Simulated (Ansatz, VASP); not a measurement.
One calculation of OsO3, two programs

```xyz
4
Lattice="-2.0777 2.0777 2.0777 2.0777 -2.0777 2.0777 2.0777 2.0777 -2.0777" Properties=species:S:1:pos:R:3 pbc="T T T"
Os    0.0000    0.0000    0.0000
O     2.0777    0.0000    0.0000
O     0.0000    2.0777    0.0000
O     0.0000    0.0000    2.0777
```

Alike in both runs: functional PBE; k mesh 16 × 16 × 16; occupations gaussian, width 0.1 eV; no spin polarisation.

Ansatz relaxed the structure, and its values are those at the end. VASP's run is a single point on that final structure, the one shown.

```csv
,VASP,Ansatz
version,VASP 6.6.1,Ansatz 0.2.0
potentials or method,"VASP PAW PBE potentials, release 64 (Os_sv_GW, O), cutoff 600 eV","scalar-relativistic, plane waves, PAW"
valence electrons in the cell,34,34
```

|  | VASP | Ansatz | Ansatz less VASP |
| --- | --- | --- | --- |
| gap on the k mesh at the Fermi level (eV) | none | none | - |
| pressure (GPa) | -0.2 | 0.0 | +0.25 |

A gap of «none» marks a metal or a gap that the smearing closes. The functional is the same, so the differences come from potentials, cutoffs and numerics.

Neither program's run includes spin-orbit coupling.
